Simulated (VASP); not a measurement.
Write the native input for VASP 6.6.1 that does the following.

* Task: single point
* Functional: HSE06
* Potentials or basis: VASP PAW PBE potentials, release 64 (In_d, Al, As)
* Cutoff: 520 eV
* k mesh: 2 × 2 × 2
* Occupations: gaussian, width 0.01 eV
* Spin: no spin polarisation
* Dipole correction: no
* Grid for exact exchange (PRECFOCK): Fast
* Further INCAR settings: LREAL = Auto; ALGO = Normal; EDIFF = 1e-06; NBANDS = 51
* Share of exact exchange: 0.25
* Screening parameter: 0.2079 1/Å

Al7InAs8:

```
CELL_PARAMETERS angstrom
5.72384 -5.72384 0.00000
5.72384 0.00000 5.72384
0.00000 -5.72384 5.72384
ATOMIC_POSITIONS crystal
In 0.50000 0.00000 0.00000
Al 0.50043 0.00043 0.49957
Al 0.50043 0.49957 0.00043
Al 0.50043 0.49957 0.49957
Al 0.99957 0.00043 0.00043
Al 0.99957 0.00043 0.49957
Al 0.99957 0.49957 0.00043
Al 0.00000 0.50000 0.50000
As 0.36971 0.39088 0.86971
As 0.37496 0.37501 0.37501
As 0.36971 0.86971 0.86971
As 0.36971 0.86971 0.39088
As 0.87501 0.37501 0.87496
As 0.87501 0.37501 0.37501
As 0.89088 0.86971 0.86971
As 0.87501 0.87496 0.37501
```

The input as run:

POSCAR

```
Al7InAs8
1.0
    5.7238382079     -5.7238382079      0.0000000000
    5.7238382079      0.0000000000      5.7238382079
    0.0000000000     -5.7238382079      5.7238382079
In Al As
1 7 8
Direct
    0.5000000000      0.0000000000      0.0000000000
    0.5004298045      0.0004298045      0.4995701955
    0.5004298045      0.4995701955      0.0004298045
    0.5004298045      0.4995701955      0.4995701955
   -0.0004298045      0.0004298045      0.0004298045
   -0.0004298045      0.0004298045      0.4995701955
   -0.0004298045      0.4995701955      0.0004298045
    0.0000000000      0.5000000000      0.5000000000
    0.3697064445      0.3908806665      0.8697064445
    0.3749564739      0.3750145087      0.3750145087
    0.3697064445      0.8697064445      0.8697064445
    0.3697064445      0.8697064445      0.3908806665
    0.8750145087      0.3750145087      0.8749564739
    0.8750145087      0.3750145087      0.3750145087
    0.8908806665      0.8697064445      0.8697064445
    0.8750145087      0.8749564739      0.3750145087
```

INCAR.step1

```
SYSTEM = Al7InAs8
  ALGO = Normal
  EDIFF = 1E-5
  ENCUT = 520
  GGA = PE
  ISIF = 2
  ISMEAR = 0
  LASPH = .True.
  LCHARG = .False.
  LREAL = Auto
  LWAVE = .True.
  NBANDS = 51
  NELM = 100
  PREC = Accurate
  SIGMA = 0.01
```

INCAR.step2

```
SYSTEM = Al7InAs8
  ALGO = Normal
  EDIFF = 1E-6
  ENCUT = 520
  GGA = PE
  HFSCREEN = 0.2079
  ISIF = 2
  ISMEAR = 0
  ISTART = 1
  LASPH = .True.
  LCHARG = .False.
  LHFCALC = .True.
  LREAL = Auto
  LWAVE = .False.
  NBANDS = 51
  NELM = 100
  PREC = Accurate
  PRECFOCK = Fast
  SIGMA = 0.01
```

KPOINTS

```
k-points
0
Gamma
  2 2 2
  0 0 0
```

Potentials or basis: VASP PAW PBE potentials, release 64 (In_d, Al, As).

Launch:

```bash
$ cat potpaw_PBE.64/In_d/POTCAR potpaw_PBE.64/Al/POTCAR potpaw_PBE.64/As/POTCAR > POTCAR
$ cp INCAR.step1 INCAR
$ mpirun -np 1 vasp_std > vasp.out
$ cp INCAR.step2 INCAR
$ mpirun -np 1 vasp_std > vasp.out
```

Results of the run:

| Item | Value |
| --- | --- |
| Pressure | 0.4 GPa |
| Largest force | 0.040 eV/Å |
| Band gap on the k mesh | 2.08 eV |

Caveat: the k points lie up to 0.48 Å⁻¹ apart; the PAW data sets were made with another functional, which shifts forces and pressure a little; spin-orbit coupling is left out, which moves the levels of the heavy elements.

Wall time 30 min on 1 thread of AMD EPYC 7R13, with other jobs on the host, peak memory 0.71 GiB.
